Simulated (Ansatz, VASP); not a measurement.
# Ge4P3Ru: VASP beside Ansatz

```
Ge P Ru
1.0
     5.15179    0.00000    0.00000
     0.00000    5.15179    0.00000
     0.00000    0.00000    5.15179
Ge P Ru
4 3 1
Cartesian
  2.5759 0.0000 0.0000
  2.5759 2.5759 2.5759
  0.0000 0.0000 2.5759
  0.0000 2.5759 0.0000
  0.0000 2.5759 2.5759
  2.5759 2.5759 0.0000
  2.5759 0.0000 2.5759
  0.0000 0.0000 0.0000
```

Alike in both runs: task single point; functional PBE; k mesh 8 × 8 × 8; occupations gaussian, width 0.1 eV; no spin polarisation.

|  | VASP | Ansatz |
| --- | --- | --- |
| version | VASP 6.6.1 | Ansatz 0.2.0 |
| potentials or method | VASP PAW PBE potentials, release 64 (Ge_d, P, Ru_pv), cutoff 520 eV | scalar-relativistic, plane waves, PAW |
| valence electrons in the cell | 85 | 87 |

|  | VASP | Ansatz | Ansatz less VASP |
| --- | --- | --- | --- |
| gap on the k mesh at the Fermi level (eV) | none | none | - |
| pressure (GPa) | 0.0 | 0.0 | +0.01 |

A gap of «none» marks a metal or a gap that the smearing closes. VASP's potentials hold 85 valence electrons a cell and Ansatz's 87, so a difference there can come from the potentials and not from the codes.
